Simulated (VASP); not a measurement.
Write the native input for VASP 6.6.1 that does the following.

| Quantity | Value |
| --- | --- |
| Task | single point |
| Functional | r2SCAN |
| Dispersion | rVV10 |
| Potentials or basis | VASP PAW PBE potentials, release 64 (Os_sv_GW) |
| Cutoff | 620 eV |
| k mesh | 11 × 11 × 6 |
| Occupations | fermi-dirac, width 0.05 eV |
| Spin | no spin polarisation |
| Dipole correction | no |
| Further INCAR settings | ALGO = Normal; EDIFF = 1e-06; NBANDS = 23 |

Os:

```
Os
1.0
     2.78772    0.00000    0.00000
    -1.39386    2.41424    0.00000
     0.00000    0.00000    4.40442
Os
2
Direct
  0.66667 0.33333 0.75000
  0.33333 0.66667 0.25000
```

One way to write it, as run:

POSCAR

```
Os
1.0
    2.7877234178      0.0000000000      0.0000000000
   -1.3938617089      2.4142392985      0.0000000000
    0.0000000000      0.0000000000      4.4044215090
Os
2
Direct
    0.6666666667      0.3333333333      0.7500000000
    0.3333333333      0.6666666667      0.2500000000
```

INCAR.step1

```
PREC = Accurate ; ENCUT = 620
ISMEAR = -1 ; SIGMA = 0.05
LREAL = False ; LASPH = True
NELM = 120 ; NBANDS = 23
GGA = PE ; ALGO = Normal
EDIFF = 1E-5 ; LWAVE = True
LCHARG = False ; GGA_COMPAT = False
```

INCAR.step2

```
PREC = Accurate ; ENCUT = 620
EDIFF = 1E-6 ; ISMEAR = -1
SIGMA = 0.05 ; LREAL = False
LASPH = True ; NELM = 120
ALGO = Normal ; ISIF = 2
LWAVE = False ; LCHARG = True
METAGGA = R2SCAN ; LMIXTAU = True
LUSE_VDW = True ; IVDW_NL = 2
BPARAM = 11.95 ; CPARAM = 0.0093
LELF = True ; LVHAR = True
NBANDS = 23 ; ISTART = 1
GGA_COMPAT = False
```

KPOINTS

```
Automatic mesh
0
Gamma
  11 11 6
```

Potentials or basis: VASP PAW PBE potentials, release 64 (Os_sv_GW).

The run is started by

```bash
$ cat potpaw_PBE.64/Os_sv_GW/POTCAR > POTCAR
$ cp INCAR.step1 INCAR
$ mpirun -np 1 vasp_std > vasp.out
$ cp INCAR.step2 INCAR
$ mpirun -np 1 vasp_std > vasp.out
```

Results of the run:

* Pressure: -23.8 GPa
* Band gap on the k mesh: zero (bands 16 and 17 overlap by 3.72 eV)

Caveat: the cell stands under tension; the PAW data sets were made with another functional, which shifts forces and pressure a little; spin-orbit coupling is left out, which moves the levels of the heavy elements.

Wall time 91 s on 1 thread of Intel(R) Xeon(R) 6975P-C (Granite Rapids), on a shared host, peak memory 0.29 GiB.
